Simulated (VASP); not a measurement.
# SiNi (Pmmn) in VASP: settings compared, part 2 of 2

VASP 6.6.1. The steps go on from the part before.

### Step 6. Single point, LDA, collinear spin, ferromagnetic start

This run uses another cell than the first one, of 10.61 Å³/atom, 0.940 times its volume.

The input, INCAR:

```
ALGO = Normal ; EDIFF = 1E-6
ENCUT = 520 ; ISIF = 2
ISMEAR = -1 ; ISPIN = 2
LASPH = True ; LCHARG = True
LELF = True ; LMAXMIX = 4
LORBIT = 11 ; LREAL = False
LVHAR = True ; LWAVE = False
MAGMOM = 1 1 0 0 ; NBANDS = 26
NELM = 150 ; PREC = Accurate
SIGMA = 0.05
```

The input, KPOINTS:

```
k-points
0
Gamma
  9 8 6
```

The input, POSCAR:

```
SiNi
1.0
    2.8826972597      0.0000000000      0.0000000000
    0.0000000000      3.2133613310      0.0000000000
    0.0000000000      0.0000000000      4.5819618704
Ni Si
2 2
Direct
    0.5000000000      0.5000000000      0.3424955900
    0.0000000000      0.0000000000      0.6575044100
    0.5000000000      0.5000000000      0.8431431600
    0.0000000000      0.0000000000      0.1568568400
```

Potentials or basis: VASP PAW LDA potentials, release 64 (Ni, Si).

The run is started by

```console
$ cat potpaw_LDA.64/Ni/POTCAR potpaw_LDA.64/Si/POTCAR > POTCAR
$ mpirun -np 1 vasp_std > vasp.out
```

OUTCAR:

```text
EDIFF = 1E-6
   ENCUT = 520
   ISIF = 2
   ISMEAR = -1
   ISPIN = 2
   LASPH = True
   LORBIT = 11
   LREAL = False
   NELM = 150
   PREC = Accurate

 ion  position               nearest neighbor table
   1  0.500  0.500  0.342-   3 2.29   3 2.29   4 2.32   4 2.32   4 2.32   4 2.32   2 2.60   2 2.60
                             2 2.60   2 2.60
   2  0.000  0.000  0.658-   4 2.29   4 2.29   3 2.32   3 2.32   3 2.32   3 2.32   1 2.60   1 2.60
                             1 2.60   1 2.60
   3  0.500  0.500  0.843-   1 2.29   1 2.29   2 2.32   2 2.32   2 2.32   2 2.32   4 2.59   4 2.59
                             4 2.59   4 2.59
   4  0.000  0.000  0.157-   2 2.29   2 2.29   1 2.32   1 2.32   1 2.32   1 2.32   3 2.59   3 2.59
                             3 2.59   3 2.59

  LATTYP: Found a simple orthorhombic cell.
 ALAT       =     2.8826972597
 B/A-ratio  =     1.1147064855
 C/A-ratio  =     1.5894703667

  Lattice vectors:

 A1 = (   2.8826972597,   0.0000000000,   0.0000000000)
 A2 = (   0.0000000000,   3.2133613310,   0.0000000000)
 A3 = (   0.0000000000,   0.0000000000,   4.5819618704)

Analysis of symmetry for initial positions (statically):
=====================================================================
 Subroutine PRICEL returns:
 Original cell was already a primitive cell.

 Routine SETGRP: Setting up the symmetry group for a
 simple orthorhombic supercell.

 Subroutine GETGRP returns: Found  8 space group operations
 (whereof  4 operations were pure point group operations)
 out of a pool of  8 trial point group operations.

The static configuration has the point symmetry C_2v.
 The point group associated with its full space group is D_2h.

Analysis of symmetry for dynamics (positions and initial velocities):
=====================================================================
 Subroutine PRICEL returns:
 Original cell was already a primitive cell.

 Routine SETGRP: Setting up the symmetry group for a
 simple orthorhombic supercell.

[... 168 lines left out ...]
  ext. energy  EPLUGINS =         0.00000000
  ---------------------------------------------------
  free energy    TOTEN  =       -27.27499312 eV

  energy without entropy =      -27.26694309  energy(sigma->0) =      -27.27096810

 E-fermi :  12.6248     XC(G=0): -13.1224

 val. band max:       12.5526095715   @ k =   0.4444   0.3750   0.5000
 cond. band min:      12.6374967439   @ k =   0.4444   0.5000   0.3333
 fundamental gap:      0.0848871724
 Fermi energy:        12.6248231949

 spin component 1

 k-point     1 :       0.0000    0.0000    0.0000
  band No.  band energies     occupation
      1      -2.0642      1.00000
      2       3.9684      1.00000
      3       5.5618      1.00000
      4       7.8786      1.00000
      5       8.4632      1.00000
      6       9.3084      1.00000
[... 685 lines left out ...]
     25      30.0212      0.00000
     26      30.0212      0.00000

 [... further k-points ...]

 spin component 2

 k-point     1 :       0.0000    0.0000    0.0000
  band No.  band energies     occupation
      1      -2.0642      1.00000
      2       3.9684      1.00000
      3       5.5618      1.00000
      4       7.8787      1.00000
      5       8.4632      1.00000
      6       9.3084      1.00000
[... 685 lines left out ...]
     25      30.0212      0.00000
     26      30.0212      0.00000

 [... further k-points ...]
[... 5 lines left out ...]
  --------------------------------------------------------------------------------------
  -------------------------------------------------------------------------------------
  Total        2.2017701      2.4574708      2.5910725      0.0000000      0.0000000      0.0000000
  in kB       83.1136749     92.7660097     97.8092842      0.0000000      0.0000000      0.0000000
  external PRESSURE =      91.2296563 kB  Pullay stress =       0.0000000 kB

 VOLUME and BASIS-vectors are now :
 -----------------------------------------------------------------------------
  energy-cutoff  :      520.00
  volume of cell :       42.44
      direct lattice vectors                 reciprocal lattice vectors
     2.882697260  0.000000000  0.000000000     0.346897336  0.000000000  0.000000000
     0.000000000  3.213361331  0.000000000     0.000000000  0.311200608  0.000000000
     0.000000000  0.000000000  4.581961870     0.000000000  0.000000000  0.218247124

 POSITION                                       TOTAL-FORCE (eV/Angst)
 -----------------------------------------------------------------------------------
      1.44135      1.60668      1.56930         0.000000      0.000000      0.196895
      0.00000      0.00000      3.01266         0.000000      0.000000     -0.196895
      1.44135      1.60668      3.86325         0.000000      0.000000     -0.122258
      0.00000      0.00000      0.71871         0.000000      0.000000      0.122258
 -----------------------------------------------------------------------------------
    total drift:                                0.000000      0.000000     -0.000000

  FREE ENERGIE OF THE ION-ELECTRON SYSTEM (eV)
  ---------------------------------------------------
  free  energy   TOTEN  =       -27.2749931177 eV

  energy  without entropy=      -27.2669430864  energy(sigma->0) =      -27.27096810

 total charge

# of ion       s       p       d       tot
------------------------------------------
    1        0.519   0.698   8.538   9.755
    2        0.519   0.698   8.538   9.755
    3        0.754   0.919   0.000   1.673
    4        0.754   0.919   0.000   1.673
--------------------------------------------------
tot          2.545   3.234  17.076  22.855

 magnetization (x)

# of ion       s       p       d       tot
------------------------------------------
    1       -0.000  -0.000   0.000   0.000
    2       -0.000  -0.000   0.000   0.000
    3        0.000   0.000   0.000   0.000
    4        0.000   0.000   0.000   0.000
--------------------------------------------------
tot          0.000  -0.000   0.000   0.000
```

OSZICAR:

```text
N       E                     dE             d eps       ncg     rms          rms(c)
DAV:   1     0.149700422648E+03    0.14970E+03   -0.11885E+04 10480   0.131E+03
DAV:   2    -0.199964799625E+02   -0.16970E+03   -0.15648E+03 10478   0.268E+02
DAV:   3    -0.303506707177E+02   -0.10354E+02   -0.99980E+01 12320   0.742E+01
DAV:   4    -0.305710882611E+02   -0.22042E+00   -0.21979E+00 12366   0.991E+00
DAV:   5    -0.305769200217E+02   -0.58318E-02   -0.58305E-02 12764   0.170E+00    0.221E+01
DAV:   6    -0.345074901424E+02   -0.39306E+01   -0.40373E+01 12552   0.121E+02    0.241E+01
DAV:   7    -0.273232649406E+02    0.71842E+01   -0.16564E+01 12598   0.776E+01    0.399E+00
DAV:   8    -0.273205889398E+02    0.26760E-02   -0.87256E-01 15366   0.855E+00    0.244E+00
DAV:   9    -0.272761122697E+02    0.44477E-01   -0.10464E-01 14212   0.473E+00    0.501E-01
DAV:  10    -0.272755577013E+02    0.55457E-03   -0.33821E-03 13142   0.516E-01    0.315E-01
DAV:  11    -0.272751964534E+02    0.36125E-03   -0.27824E-04 15026   0.167E-01    0.175E-01
DAV:  12    -0.272749954034E+02    0.20105E-03   -0.22718E-04 13920   0.263E-01    0.301E-02
DAV:  13    -0.272749955131E+02   -0.10964E-06   -0.18854E-05 11674   0.299E-02    0.185E-02
DAV:  14    -0.272749934784E+02    0.20346E-05   -0.11838E-06  8062   0.179E-02    0.842E-03
DAV:  15    -0.272749931177E+02    0.36072E-06   -0.11091E-06  6796   0.128E-02
   1 F= -.27274993E+02 E0= -.27270968E+02  d E =-.805003E-02  mag=     0.0000
```

Run time: 2.4 min. Hardware: 1 thread of Intel Xeon 6975P-C (Granite Rapids), shared host; peak memory 0.26 GiB.

What came out:

* Free energy: -27.2750 eV
* Pressure: 9.1 GPa
* Largest force: 0.197 eV/Å
* Band gap on the k mesh: zero (filled and empty bands overlap)
* Net moment: 0.00 μB per cell
* Valence electrons inside the program's atomic spheres: Ni 9.76; Si 1.67

Forces on the atoms (eV/Å):
```
Ni   0.000  0.000  0.197
Ni   0.000  0.000 -0.197
Si   0.000  0.000 -0.122
Si   0.000  0.000  0.122
```

### Step 7. Summary

| level | potentials or basis | spin | fixed moment (μB) | cell | k mesh | gap on the mesh (eV) | pressure (GPa) | moment (μB) | largest force (eV/Å) |
| --- | --- | --- | --- | --- | --- | --- | --- | --- | --- |
| PBE | VASP PAW PBE potentials, release 64 (Ni, Si) | collinear, zero start | 0.0 | a = 2.943, b = 3.280, c = 4.677 Å, 4 atoms | 8 × 7 × 5 | - | 6.7 | 0.00 | 0.04 |
| PBE | VASP PAW PBE potentials, release 64 (Ni, Si) | collinear, ferromagnetic start | 3.0 | a = 2.943, b = 3.280, c = 4.677 Å, 4 atoms | 8 × 7 × 5 | - | 21.1 | 3.00 | 0.83 |
| PBE | VASP PAW PBE potentials, release 64 (Ni, Si) | collinear, ferromagnetic start | 4.0 | a = 2.943, b = 3.280, c = 4.677 Å, 4 atoms | 8 × 7 × 5 | - | 28.8 | 4.00 | 0.83 |
| PBE | VASP PAW PBE potentials, release 64 (Ni, Si) | collinear, ferromagnetic start | - | a = 2.943, b = 3.280, c = 4.677 Å, 4 atoms | 5 × 5 × 3 | none | 6.9 | 0.00 | 0.09 |
| LDA | VASP PAW LDA potentials, release 64 (Ni, Si) | collinear, ferromagnetic start | - | a = 2.883, b = 3.213, c = 4.582 Å, 4 atoms | 9 × 8 × 6 | none | 9.1 | 0.00 | 0.20 |

Alike in all rows: task single point; cutoff (eV) 520; smearing fermi-dirac 0.05 eV.

Caveats: some runs use coarse meshes; the total moment is fixed, so each spin has its own Fermi level (some runs).

Absolute energies hang on the potentials; compare differences alone.
